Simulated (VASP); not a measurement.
Crystal: SnSe2.

```
Sn Se
1.0
     3.80874    0.00000    0.00000
    -1.90437    3.29846    0.00000
     0.00000    0.00000    6.14429
Sn Se
1 2
Cartesian
  0.0000 0.0000 0.0000
  0.0000 2.1990 1.5484
  1.9044 1.0995 4.5959
```

* Program: VASP 6.6.1
* Task: relaxation of shape and atoms at fixed volume
* Functional: PBEsol
* Potentials or basis: VASP PAW PBE potentials, release 64 (Sn_d, Se)
* Cutoff: 600 eV
* k mesh: 10 × 10 × 6
* Occupations: gaussian, width 0.05 eV
* Spin: no spin polarisation

At the start: pressure 1.9 GPa; volume 25.73 Å³/atom.

How do energy, volume and symmetry change on relaxing?

Over 5 steps the energy falls by 6.1 meV/atom; space group P-3m1 (No. 164, to 0.05 Å).

Step by step:
| step | energy change (eV) | largest force (eV/Å) | pressure (GPa) | volume (Å³) |
| --- | --- | --- | --- | --- |
| 1 | 0.0000 | 0.4221 | 1.90 | 77.19 |
| 2 | -0.0137 | 0.1636 | 1.13 | 77.19 |
| 3 | -0.0151 | 0.0508 | 0.80 | 77.19 |
| 4 | -0.0164 | 0.0423 | 0.66 | 77.19 |
| 5 | -0.0182 | 0.0180 | 0.23 | 77.19 |

Final structure:
```xyz
3
Lattice="3.8171 0.0000 0.0000 -1.9085 3.3057 0.0000 0.0000 0.0000 6.1175" Properties=species:S:1:pos:R:3 pbc="T T T"
Sn    0.0000    0.0000    0.0000
Se    0.0000    2.2038    1.5865
Se    1.9085    1.1019    4.5310
```

Caveat: the PAW data sets were made with another functional, which shifts forces and pressure a little; this functional lacks dispersion, which binds the layers, so the pressure and a relaxed spacing across them are unreliable.
